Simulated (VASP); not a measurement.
Here is a VASP 6.6.1 calculation.

Contents of INCAR:

```
SYSTEM = SnBiO2
PREC = Accurate
ENCUT = 520
EDIFF = 1E-7
ISMEAR = 0
SIGMA = 0.1
LREAL = .False.
LASPH = .True.
NELM = 80
ALGO = Normal
ISIF = 2
LWAVE = .False.
LCHARG = .True.
GGA = PE
LELF = .True.
LVHAR = .True.
NBANDS = 28
```

File KPOINTS:

```
Automatic mesh
0
Gamma
  6 6 4
  0 0 0
```

POSCAR

```
SnBiO2
1.0
    4.0240744708      0.0000000000      0.0000000000
   -2.0120372354      3.4849507185      0.0000000000
    0.0000000000      0.0000000000      6.1769712533
Sn Bi O
1 1 2
Direct
    0.0000000000      0.0000000000      0.5000000000
    0.0000000000      0.0000000000      0.0000000000
    0.3333333333      0.6666666667      0.0000000000
    0.6666666667      0.3333333333      0.0000000000
```

Potentials or basis: VASP PAW PBE potentials, release 64 (Sn_d, Bi_d, O).

The run is started by

```sh
$ cat potpaw_PBE.64/Sn_d/POTCAR potpaw_PBE.64/Bi_d/POTCAR potpaw_PBE.64/O/POTCAR > POTCAR
$ mpirun -np 1 vasp_std > vasp.out
```

Q: Estimate the pressure.

A: 0.3 GPa.

Q: Estimate the band gap on the k mesh.

A: Zero (an odd number of electrons rules out a gap without spin polarisation).

Stress tensor (GPa, compression positive):
```
0.30 0.00 0.00
0.00 0.30 0.00
0.00 0.00 0.18
```

Caveat: spin-orbit coupling is left out, which moves the levels of the heavy elements; an odd number of electrons without spin polarisation forces a metal; a magnetic or distorted state may lie lower.
